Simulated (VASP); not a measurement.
## K2Be2Pt: relaxation of cell and atoms with PBE

The system is K2Be2Pt.

```
K Be Pt
1.0
     4.51835    0.00000    0.00000
     0.00000    4.51835    0.00000
     0.00000    0.00000    5.20151
K Be Pt
2 2 1
Cartesian
  2.2592 0.0000 0.4855
  0.0000 2.2592 0.4855
  0.0000 0.0000 1.5997
  2.2592 2.2592 2.6830
  0.0000 0.0000 4.1486
```

The cell was generated, and may not be a known phase.

```yaml
Program: VASP 6.6.1
Task: relaxation of cell and atoms
Functional: PBE
Potentials_or_basis: VASP PAW PBE potentials, release 64 (K_sv, Be, Pt_sv_GW)
Cutoff: 570 eV
k_mesh: 4 × 4 × 4
Occupations: gaussian, width 0.1 eV
Spin: no spin polarisation
Dipole_correction: no
Further_INCAR_settings: ALGO = Normal; EDIFF = 1e-07; IBRION = 2; EDIFFG = -0.04; NSW = 90; ISIF = 3
```

| Property | Result |
| --- | --- |
| Relaxed volume | 30.43 Å³/atom |
| Relaxed cell | a = 5.935 Å, b = 5.935 Å, c = 4.320 Å, α = 90.00°, β = 90.00°, γ = 90.00° |
| Space group after relaxing (to 0.1 Å) | P4mm (No. 99) |
| Energy gained by relaxing | 767.4 meV/atom |
| Ionic steps | 19 |
| Pressure after relaxing | 0.0 GPa |
| Largest force after relaxing | 0.013 eV/Å |
| Band gap on the k mesh | zero (bands 20 and 21 overlap by 1.67 eV) |

Forces in eV/Å, atoms in the order of the input:
```
K    0.000  0.000 -0.003
K    0.000  0.000 -0.003
Be   0.000  0.000  0.001
Be   0.000  0.000 -0.008
Pt   0.000  0.000  0.013
```

The path:
```tsv
step	energy change (eV)	largest force (eV/Å)	pressure (GPa)	volume (Å³)
1	0.0000	3.0293	10.69	106.19
2	-2.2750	1.3185	1.96	128.87
3	-2.9485	0.8758	0.18	149.40
4	-2.9522	1.3882	0.21	152.58
5	-3.1799	0.7707	-0.76	156.54
6	-3.6178	0.2024	-2.61	167.51
7	-3.7771	0.3192	-1.51	160.67
8	-3.7835	0.4877	-1.21	159.29
9	-3.8183	0.1845	-0.66	155.60
10	-3.8273	0.1303	-0.18	152.54
11	-3.8291	0.0888	-0.02	151.81
12	-3.8295	0.0869	0.09	151.30
13	-3.8304	0.0807	0.08	151.38
14	-3.8329	0.0622	0.04	151.63
15	-3.8360	0.0567	-0.02	152.12
16	-3.8352	0.0699	-0.13	153.11
17	-3.8367	0.0625	-0.08	152.53
18	-3.8360	0.1273	0.12	151.45
19	-3.8370	0.0133	0.00	152.16
```

Final structure:
```
CELL_PARAMETERS angstrom
5.93520 0.00000 0.00000
0.00000 5.93520 0.00000
0.00000 0.00000 4.31954
ATOMIC_POSITIONS crystal
K 0.50000 0.00000 0.06076
K 0.00000 0.50000 0.06076
Be 0.00000 0.00000 0.30810
Be 0.50000 0.50000 0.57283
Pt 0.00000 0.00000 0.80517
```

Levels at points of the mesh, in eV from the Fermi level:
| k point | band 18 | band 19 | band 20 | band 21 | band 22 | band 23 |
| --- | --- | --- | --- | --- | --- | --- |
| (0.00, 0.00, 0.00) | -1.59 | -1.48 | 0.39 | 0.39 | 1.76 | 2.61 |
| (0.50, 0.00, 0.00) | -1.62 | -1.47 | 0.77 | 0.96 | 1.02 | 1.39 |
| (0.50, 0.50, 0.00) | -1.43 | -1.30 | -0.90 | -0.90 | 2.28 | 2.40 |
| (0.00, 0.00, 0.50) | -1.53 | -1.52 | -0.74 | -0.02 | 1.03 | 1.03 |
| (0.50, 0.00, 0.50) | -1.75 | -1.54 | -1.40 | -0.09 | 1.44 | 2.02 |
| (0.50, 0.50, 0.50) | -1.44 | -1.28 | -1.23 | 0.34 | 0.97 | 0.97 |

It took 15 min on 1 thread of AMD EPYC 7R13 Processor (Zen 3) (shared host), peak memory 0.24 GiB.

Caveat: the volume moved by over 15 % at a fixed basis, so the end points are rough; spin-orbit coupling is left out, which moves the levels of the heavy elements.
